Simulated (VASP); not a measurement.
Fe: single point with PBE

Crystal: Fe.

```xyz
1
Lattice="-1.2449 1.2449 1.2449 1.2449 -1.2449 1.2449 1.2449 1.2449 -1.2449" Properties=species:S:1:pos:R:3 pbc="T T T"
Fe    0.0000    0.0000    0.0000
```

- Program: VASP 6.6.1
- Task: single point
- Functional: PBE
- Potentials or basis: VASP PAW PBE potentials, release 64 (Fe)
- Cutoff: 520 eV
- k mesh: 21 × 21 × 21
- Occupations: fermi-dirac, width 0.1 eV
- Spin: collinear spin, ferromagnetic start
- Starting moments: [2.5] μB
- Dipole correction: no
- Further INCAR settings: ALGO = Normal; EDIFF = 1e-07; NBANDS = 14

```json
{
 "Pressure": "181.4 GPa",
 "Net moment": "1.36 μB per cell",
 "Site moments": "Fe +1.31 μB"
}
```

Levels at points of the mesh, in eV from the Fermi level:
Spin up:
```csv
k point,band 3,band 4,band 5,band 6,band 7,band 8
"(0.00, 0.00, 0.00)",-3.24,-3.24,-0.98,-0.98,28.75,28.75
```
Spin down:
| k point | band 1 | band 2 | band 3 | band 4 | band 5 | band 6 | band 7 |
| --- | --- | --- | --- | --- | --- | --- | --- |
| (0.00, 0.00, 0.00) | -10.65 | -2.17 | -2.17 | -2.17 | 0.98 | 0.98 | 28.69 |

Wall time 83 s on 1 thread of AMD EPYC 7R13, with other jobs on the host, peak memory 0.13 GiB.

Caveat: the cell stands under pressure.
